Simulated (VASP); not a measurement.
# Pt (Im-3m) in VASP: notebook

The runs below take Pt through single point, with PBEsol.

All numbers are computed with VASP 6.6.1; they aren't measurements. Logs are shortened: lines on timing, memory, paths and dates and some standing lists are left out, and cuts for length are marked.

**1. The cell of the first run**

It takes space group Im-3m (No. 229, cubic). The conventional cell has a = 3.121 Å, b = 3.121 Å, c = 3.121 Å, α = 90.00°, β = 90.00°, γ = 90.00°. Pt (site symmetry m-3m) has 14 Pt at 2.70 to 3.12 Å within 3.6 Å.

This isn't the form of Pt at room conditions, which is fcc.

**2. Single point, PBEsol**

File INCAR:

```
PREC = Accurate
ENCUT = 520
EDIFF = 1E-6
ISMEAR = 0
SIGMA = 0.15
LREAL = False
LASPH = True
NELM = 80
ALGO = Normal
ISIF = 2
LWAVE = False
LCHARG = False
GGA = PS
NBANDS = 11
```

File KPOINTS:

```
regular mesh
0
Gamma
  30 30 30
```

File POSCAR:

```
Pt
1.0
   -1.5604706012      1.5604706012      1.5604706012
    1.5604706012     -1.5604706012      1.5604706012
    1.5604706012      1.5604706012     -1.5604706012
Pt
1
Direct
    0.0000000000      0.0000000000      0.0000000000
```

Potentials or basis: VASP PAW PBE potentials, release 64 (Pt).

Launch:

```bash
cat potpaw_PBE.64/Pt/POTCAR > POTCAR
mpirun -np 1 vasp_std > vasp.out
```

OUTCAR:

```text
PREC = Accurate
   ENCUT = 520
   EDIFF = 1E-6
   ISMEAR = 0
   LREAL = False
   LASPH = True
   NELM = 80
   ISIF = 2
   GGA = PS

 ion  position               nearest neighbor table
   1  0.000  0.000  0.000-

  LATTYP: Found a body centered cubic cell.
 ALAT       =     3.1209412024

  Lattice vectors:

 A1 = (  -1.5604706012,   1.5604706012,   1.5604706012)
 A2 = (   1.5604706012,  -1.5604706012,   1.5604706012)
 A3 = (   1.5604706012,   1.5604706012,  -1.5604706012)

Analysis of symmetry for initial positions (statically):
=====================================================================
 Subroutine PRICEL returns:
 Original cell was already a primitive cell.

 Routine SETGRP: Setting up the symmetry group for a
 body centered cubic supercell.

 Subroutine GETGRP returns: Found 48 space group operations
 (whereof 48 operations were pure point group operations)
 out of a pool of 48 trial point group operations.

The static configuration has the point symmetry O_h .

Analysis of symmetry for dynamics (positions and initial velocities):
=====================================================================
 Subroutine PRICEL returns:
 Original cell was already a primitive cell.

 Routine SETGRP: Setting up the symmetry group for a
 body centered cubic supercell.

 Subroutine GETGRP returns: Found 48 space group operations
 (whereof 48 operations were pure point group operations)
 out of a pool of 48 trial point group operations.

The dynamic configuration has the point symmetry O_h .

 Subroutine INISYM returns: Found 48 space group operations
 (whereof 48 operations are pure point group operations),
 and found     1 'primitive' translations

----------------------------------------------------------------------------------------

                                     Primitive cell

  volume of cell :      15.1994

  direct lattice vectors                    reciprocal lattice vectors
    -1.560470601  1.560470601  1.560470601     0.000000000  0.320416161  0.320416161
     1.560470601 -1.560470601  1.560470601     0.320416161  0.000000000  0.320416161
     1.560470601  1.560470601 -1.560470601     0.320416161  0.320416161  0.000000000

  length of vectors
     2.702814365  2.702814365  2.702814365     0.453136881  0.453136881  0.453136881

  position of ions in fractional coordinates (direct lattice)
     0.000000000  0.000000000  0.000000000

  ion indices of the primitive-cell ions
   primitive index   ion index
                 1           1

----------------------------------------------------------------------------------------

 KPOINTS: regular mesh

Automatic generation of k-mesh.
 Grid dimensions read from file:
 generate k-points for:   30   30   30

 Generating k-lattice:

  Cartesian coordinates                     Fractional coordinates (reciprocal lattice)
     0.000000000  0.010680539  0.010680539     0.033333333  0.000000000  0.000000000
     0.010680539  0.000000000  0.010680539     0.000000000  0.033333333  0.000000000
     0.010680539  0.010680539  0.000000000     0.000000000  0.000000000  0.033333333

  Length of vectors
     0.015104563  0.015104563  0.015104563

  Shift w.r.t. Gamma in fractional coordinates (k-lattice)
     0.000000000  0.000000000  0.000000000

 Subroutine IBZKPT returns following result:
 ===========================================

 Found    752 irreducible k-points:

 Following reciprocal coordinates:
            Coordinates               Weight
  0.000000  0.000000  0.000000      1.000000
  0.033333  0.000000  0.000000     12.000000
  0.066667  0.000000  0.000000     12.000000
  0.100000  0.000000  0.000000     12.000000
  0.133333  0.000000  0.000000     12.000000
  0.166667  0.000000  0.000000     12.000000
[... 16 lines left out ...]
  0.233333  0.033333  0.000000     48.000000
  0.266667  0.033333  0.000000     48.000000
 [... further k-points ...]
   k-points           NKPTS =    752   k-points in BZ     NKDIM =    752   number of bands    NBANDS=     11
   number of dos      NEDOS =    301   number of ions     NIONS =      1
   total plane-waves  NPLWV =   8000
   dimension x,y,z NGX =    20 NGY =   20 NGZ =   20
   dimension x,y,z NGXF=    40 NGYF=   40 NGZF=   40
   ions per type =               1
   NGX,Y,Z   is equivalent  to a cutoff of  12.30, 12.30, 12.30 a.u.
   NGXF,Y,Z  is equivalent  to a cutoff of  24.60, 24.60, 24.60 a.u.
 SYSTEM =  unknown system
   PREC   = accura    normal or accurate (medium, high low for compatibility)
   ISTART =      0    job   : 0-new  1-cont  2-samecut
   ICHARG =      2    charge: 1-file 2-atom 10-const
   ISPIN  =      1    spin polarized calculation?
   LNONCOLLINEAR =      F non collinear calculations
   LSORBIT =      F    spin-orbit coupling
   LASPH  =      T    aspherical Exc in radial PAW
   ENCUT  =  520.0 eV  38.22 Ry    6.18 a.u.   5.03  5.03  5.03*2*pi/ulx,y,z
   NELM   =     80;   NELMIN=  2; NELMDL= -5     # of ELM steps
   EDIFF  = 0.1E-05   stopping-criterion for ELM
   LREAL  =      F    real-space projection
[... 7 lines left out ...]
   TEBEG  =    0.0;   TEEND  =   0.0 temperature during run
   PSTRESS=    0.0 pullay stress
   NELECT =      10.0000    total number of electrons
   NUPDOWN=      -1.0000    fix difference up-down
   EMIN   =  10.00;   EMAX   =-10.00  energy-range for DOS
   EFERMI =   0.00;   METHOD = LEGACY
   ISMEAR =     0;   SIGMA  =   0.15  broadening in eV -4-tet -1-fermi 0-gaus
   EFERMI_NEDOS =   21; number of points for ismear=-14 and -15
   IALGO  =     38    algorithm
   IMIX   =      4    mixing-type and parameters
     AMIX     =   0.40;   BMIX     =  1.00
     AMIX_MAG =   1.60;   BMIX_MAG =  1.00
  volume/ion in A,a.u.               =      15.20       102.57
  Fermi-wavevector in a.u.,A,eV,Ry     =   1.423855  2.690697 27.583967  2.027364
  Thomas-Fermi vector in A             =   2.544409
   LORBIT       =      0    0 simple, 1 ext, 2 COOP (PROOUT), +10 PAW based schemes
   GGA     = PS    functional components
   LHFCALC =     F    Hartree Fock is set to
   AEXX    =    0.0000 exact exchange contribution
   IVDW    =     0    specifies the selected vdW correction
   LEPSILON=     F    determine dielectric tensor
   LRPA    =     F    only Hartree local field effects (RPA)
 non-spin polarized calculation
 Gauss-broadening in eV      SIGMA  =   0.15
  energy-cutoff  :      520.00
  volume of cell :       15.20
 maximum number of plane-waves:       420
   NGX =  9   NGY =  9   NGZ =  9

 number of electron      10.0000000 magnetization

 number of electron       9.9999997 magnetization

 Free energy of the ion-electron system (eV)
  ---------------------------------------------------
  ext. energy  EPLUGINS =         0.00000000
  ---------------------------------------------------
  free energy    TOTEN  =        -6.85657035 eV

  energy without entropy =       -6.84476225  energy(sigma->0) =       -6.85066630

 E-fermi :  10.7166     XC(G=0): -13.5747

 val. band max:       10.7163050568   @ k =  -0.4000   0.4000   0.3333
 cond. band min:      10.7182652958   @ k =  -0.2333   0.3667   0.0333
 fundamental gap:      0.0019602390
 Fermi energy:        10.7166197713

 k-point     1 :       0.0000    0.0000    0.0000
  band No.  band energies     occupation
      1       0.7507      2.00000
      2       7.0215      2.00000
      3       7.0215      2.00000
      4       7.0215      2.00000
      5       9.6805      2.00000
      6       9.6805      2.00000
      7      27.7937      0.00000
      8      27.7937      0.00000
      9      27.7937      0.00000
     10      38.2933      0.00000
     11      38.2933      0.00000

 k-point     2 :       0.0333    0.0000    0.0000
  band No.  band energies     occupation
      1       0.7980      2.00000
      2       7.0021      2.00000
      3       7.0215      2.00000
      4       7.0599      2.00000
      5       9.6541      2.00000
      6       9.6817      2.00000
      7      27.8196      0.00000
      8      27.8425      0.00000
      9      27.8644      0.00000
     10      37.2581      0.00000
     11      37.7212      0.00000

 k-point     3 :       0.0667    0.0000    0.0000
  band No.  band energies     occupation
      1       0.9386      2.00000
      2       6.9453      2.00000
      3       7.0204      2.00000
      4       7.1747      2.00000
      5       9.5808      2.00000
      6       9.6855      2.00000
      7      27.8869      0.00000
      8      27.9698      0.00000
      9      28.0747      0.00000
     10      36.0721      0.00000
     11      36.7089      0.00000

 k-point     4 :       0.1000    0.0000    0.0000
  band No.  band energies     occupation
      1       1.1681      2.00000
      2       6.8548      2.00000
      3       7.0150      2.00000
      4       7.3641      2.00000
      5       9.4773      2.00000
      6       9.6928      2.00000
      7      27.9625      0.00000
      8      28.1131      0.00000
      9      28.4192      0.00000
     10      35.0415      0.00000
     11      35.5810      0.00000
[... 239 lines left out ...]
 k-point    22 :       0.2000    0.0333    0.0000
  band No.  band energies     occupation
      1       2.5303      2.00000
      2       6.3694      2.00000
      3       6.9418      2.00000
      4       8.6045      2.00000
      5       9.1851      2.00000
      6       9.7773      2.00000
      7      26.7370      0.00000
      8      27.3798      0.00000
      9      30.4356      0.00000
     10      32.8146      0.00000
     11      33.8669      0.00000

 k-point    23 :       0.2333    0.0333    0.0000
  band No.  band energies     occupation
      1       2.9567      2.00000
      2       6.2107      2.00000
      3       7.0037      2.00000
      4       9.0646      2.00000
      5       9.2017      2.00000
      6       9.8122      2.00000
      7      25.5424      0.00000
      8      26.8524      0.00000
      9      31.1839      0.00000
     10      32.2324      0.00000
     11      34.2113      0.00000

 k-point    24 :       0.2667    0.0333    0.0000
  band No.  band energies     occupation
      1       3.3238      2.00000
      2       6.0571      2.00000
      3       7.1811      2.00000
      4       9.2418      2.00000
      5       9.5755      2.00000
      6       9.8522      2.00000
      7      24.1968      0.00000
      8      26.2676      0.00000
      9      31.1722      0.00000
     10      32.1454      0.00000
     11      34.4846      0.00000

 [... further k-points ...]

------------------------ aborting loop because EDIFF is reached ----------------------------------------

  FORCE on cell =-STRESS in cart. coord.  units (eV):
  Direction    XX          YY          ZZ          XY          YZ          ZX
  --------------------------------------------------------------------------------------
  -------------------------------------------------------------------------------------
  Total       -0.0204158     -0.0204158     -0.0204158      0.0000000      0.0000000      0.0000000
  in kB       -2.1520392     -2.1520392     -2.1520392      0.0000000      0.0000000      0.0000000
  external PRESSURE =      -2.1520392 kB  Pullay stress =       0.0000000 kB

 VOLUME and BASIS-vectors are now :
 -----------------------------------------------------------------------------
  energy-cutoff  :      520.00
  volume of cell :       15.20
      direct lattice vectors                 reciprocal lattice vectors
    -1.560470601  1.560470601  1.560470601     0.000000000  0.320416161  0.320416161
     1.560470601 -1.560470601  1.560470601     0.320416161  0.000000000  0.320416161
     1.560470601  1.560470601 -1.560470601     0.320416161  0.320416161  0.000000000

 POSITION                                       TOTAL-FORCE (eV/Angst)
 -----------------------------------------------------------------------------------
      0.00000      0.00000      0.00000         0.000000     -0.000000      0.000000
 -----------------------------------------------------------------------------------
    total drift:                                0.000000     -0.000000      0.000000

  FREE ENERGIE OF THE ION-ELECTRON SYSTEM (eV)
  ---------------------------------------------------
  free  energy   TOTEN  =        -6.8565703469 eV

  energy  without entropy=       -6.8447622522  energy(sigma->0) =       -6.85066630
```

It took 1.8 min on 1 thread of Intel Xeon 8259CL, shared host; peak memory 0.24 GiB.

What came out:

| Quantity | Value |
| --- | --- |
| Free energy | -6.8566 eV |
| Pressure | -0.2 GPa |
| Band gap on the k mesh | zero (bands 5 and 6 overlap by 2.32 eV) |

Levels at points of the mesh, in eV from the Fermi level:
```
           k point  band 3  band 4  band 5  band 6  band 7  band 8
(0.00, 0.00, 0.00)   -3.70   -3.70   -1.04   -1.04   17.08   17.08
(0.50, 0.00, 0.00)   -1.23   -0.68    0.08    1.15    6.61   13.24
(0.50, 0.50, 0.50)    0.58    0.58    0.58    7.70    7.70    7.70
```

Caveat: the PAW data sets were made with another functional, which shifts forces and pressure a little; spin-orbit coupling is left out, which moves the levels of the heavy elements.

**3. Single point, PBEsol**

This run uses another cell than the first one: it holds 8 atoms, not 1.

File INCAR:

```
SYSTEM = Pt
  ALGO = Fast
  EDIFF = 1E-7
  ENCUT = 520
  GGA = PS
  ISIF = 2
  ISMEAR = 0
  LASPH = .True.
  LCHARG = .False.
  LREAL = .False.
  LWAVE = .False.
  NBANDS = 50
  NELM = 100
  PREC = Accurate
  SIGMA = 0.15
```

File KPOINTS:

```
k-points
0
Gamma
  14 14 14
  0 0 0
```

File POSCAR:

```
Pt
1.0
    3.1209412023      3.1209412023      3.1209412023
   -3.1209412023      3.1209412023     -3.1209412023
   -3.1209412023     -3.1209412023      3.1209412023
Pt
8
Direct
    0.0000000000      0.5000000000      0.5000000000
    0.0000000000      0.5000000000      0.0000000000
    0.0000000000      0.0000000000      0.5000000000
    0.0000000000      0.0000000000      0.0000000000
    0.5000000000      0.5000000000      0.5000000000
    0.5000000000      0.5000000000      0.0000000000
    0.5000000000      0.0000000000      0.5000000000
    0.5000000000      0.0000000000      0.0000000000
```

Potentials or basis: VASP PAW PBE potentials, release 64 (Pt).

Launch:

```bash
cat potpaw_PBE.64/Pt/POTCAR > POTCAR
mpirun -np 1 vasp_std > vasp.out
```

OUTCAR:

```text
SYSTEM = Pt
   EDIFF = 1E-7
   ENCUT = 520
   GGA = PS
   ISIF = 2
   ISMEAR = 0
   LASPH = .True.
   LREAL = .False.
   NELM = 100
   PREC = Accurate

 ion  position               nearest neighbor table
   1  0.000  0.500  0.500-   2 2.70   3 2.70   5 2.70   8 2.70   2 2.70   3 2.70   5 2.70   8 2.70
                             7 3.12   4 3.12   4 3.12   6 3.12   7 3.12   6 3.12
   2  0.000  0.500  0.000-   1 2.70   4 2.70   6 2.70   7 2.70   1 2.70   4 2.70   6 2.70   7 2.70
                             5 3.12   3 3.12   8 3.12   5 3.12   8 3.12   3 3.12
   3  0.000  0.000  0.500-   1 2.70   4 2.70   6 2.70   7 2.70   4 2.70   1 2.70   7 2.70   6 2.70
                             5 3.12   2 3.12   8 3.12   8 3.12   5 3.12   2 3.12
   4  0.000  0.000  0.000-   2 2.70   3 2.70   5 2.70   8 2.70   3 2.70   2 2.70   8 2.70   5 2.70
                             7 3.12   1 3.12   1 3.12   7 3.12   6 3.12   6 3.12
   5  0.500  0.500  0.500-   1 2.70   4 2.70   6 2.70   7 2.70   6 2.70   7 2.70   1 2.70   4 2.70
                             2 3.12   8 3.12   8 3.12   2 3.12   3 3.12   3 3.12
   6  0.500  0.500  0.000-   2 2.70   3 2.70   5 2.70   8 2.70   5 2.70   8 2.70   2 2.70   3 2.70
                             7 3.12   7 3.12   4 3.12   1 3.12   4 3.12   1 3.12
   7  0.500  0.000  0.500-   2 2.70   3 2.70   5 2.70   8 2.70   8 2.70   5 2.70   3 2.70   2 2.70
                             6 3.12   6 3.12   4 3.12   4 3.12   1 3.12   1 3.12
   8  0.500  0.000  0.000-   1 2.70   4 2.70   6 2.70   7 2.70   7 2.70   6 2.70   4 2.70   1 2.70
                             3 3.12   5 3.12   2 3.12   3 3.12   2 3.12   5 3.12
[... 6 lines left out ...]
 A1 = (   3.1209412023,   3.1209412023,   3.1209412023)
 A2 = (  -3.1209412023,   3.1209412023,  -3.1209412023)
 A3 = (  -3.1209412023,  -3.1209412023,   3.1209412023)

Analysis of symmetry for initial positions (statically):
=====================================================================
 Subroutine PRICEL returns following result:

  LATTYP: Found a body centered cubic cell.
 ALAT       =     3.1209412023

  Lattice vectors:

 A1 = (   1.5604706012,   1.5604706012,   1.5604706012)
 A2 = (  -1.5604706012,   1.5604706012,  -1.5604706012)
 A3 = (  -1.5604706012,  -1.5604706012,   1.5604706012)
[... 161 lines left out ...]
   LEPSILON=     F    determine dielectric tensor
   LRPA    =     F    only Hartree local field effects (RPA)
 non-spin polarized calculation
 RMM-DIIS sequential band-by-band and
 Gauss-broadening in eV      SIGMA  =   0.15
  energy-cutoff  :      520.00
  volume of cell :      121.60
 maximum number of plane-waves:      3319
   NGX = 21   NGY = 21   NGZ = 21

 number of electron      79.9999978 magnetization

 Free energy of the ion-electron system (eV)
  ---------------------------------------------------
  ext. energy  EPLUGINS =         0.00000000
  ---------------------------------------------------
  free energy    TOTEN  =       -54.86536354 eV

  energy without entropy =      -54.78552696  energy(sigma->0) =      -54.82544525

 E-fermi :  10.7134     XC(G=0): -13.5747

 val. band max:       10.7103243926   @ k =   0.1429   0.1429   0.1429
 cond. band min:      10.7138350608   @ k =  -0.2857   0.2857   0.2143
 fundamental gap:      0.0035106682
 Fermi energy:        10.7134195341

 k-point     1 :       0.0000    0.0000    0.0000
  band No.  band energies     occupation
      1       0.7507      2.00000
      2       3.7496      2.00000
      3       3.7496      2.00000
      4       3.7496      2.00000
      5       3.7496      2.00000
      6       3.7496      2.00000
[... 1261 lines left out ...]
     49      18.1039      0.00000
     50      19.3007      0.00000

 [... further k-points ...]

------------------------ aborting loop because EDIFF is reached ----------------------------------------

  FORCE on cell =-STRESS in cart. coord.  units (eV):
  Direction    XX          YY          ZZ          XY          YZ          ZX
  --------------------------------------------------------------------------------------
  -------------------------------------------------------------------------------------
  Total       -0.2125826     -0.2125826     -0.2125826     -0.0000000     -0.0000000      0.0000000
  in kB       -2.8010547     -2.8010547     -2.8010547     -0.0000000     -0.0000000      0.0000000
  external PRESSURE =      -2.8010547 kB  Pullay stress =       0.0000000 kB

 VOLUME and BASIS-vectors are now :
 -----------------------------------------------------------------------------
  energy-cutoff  :      520.00
  volume of cell :      121.60
      direct lattice vectors                 reciprocal lattice vectors
     3.120941202  3.120941202  3.120941202     0.000000000  0.160208081  0.160208081
    -3.120941202  3.120941202 -3.120941202    -0.160208081  0.160208081  0.000000000
    -3.120941202 -3.120941202  3.120941202    -0.160208081  0.000000000  0.160208081

 POSITION                                       TOTAL-FORCE (eV/Angst)
 -----------------------------------------------------------------------------------
     -3.12094      0.00000      0.00000        -0.000000     -0.000000      0.000000
     -1.56047      1.56047     -1.56047        -0.000000     -0.000000     -0.000000
     -1.56047     -1.56047      1.56047        -0.000000      0.000000      0.000000
      0.00000      0.00000      0.00000         0.000000      0.000000      0.000000
     -1.56047      1.56047      1.56047         0.000000     -0.000000      0.000000
      0.00000      3.12094      0.00000         0.000000     -0.000000     -0.000000
      0.00000      0.00000      3.12094         0.000000      0.000000     -0.000000
      1.56047      1.56047      1.56047        -0.000000      0.000000     -0.000000
 -----------------------------------------------------------------------------------
    total drift:                               -0.000000      0.000000     -0.000000

  FREE ENERGIE OF THE ION-ELECTRON SYSTEM (eV)
  ---------------------------------------------------
  free  energy   TOTEN  =       -54.8653635369 eV

  energy  without entropy=      -54.7855269645  energy(sigma->0) =      -54.82544525
```

Run time: 17 min. Hardware: 1 thread of Intel Xeon 8259CL, shared host; peak memory 0.55 GiB.

What came out:

```
Free energy            : -54.8654 eV
Pressure               : -0.3 GPa
Band gap on the k mesh : zero (bands 40 and 41 overlap by 1.05 eV)
```

Caveat: the PAW data sets were made with another functional, which shifts forces and pressure a little; spin-orbit coupling is left out, which moves the levels of the heavy elements.
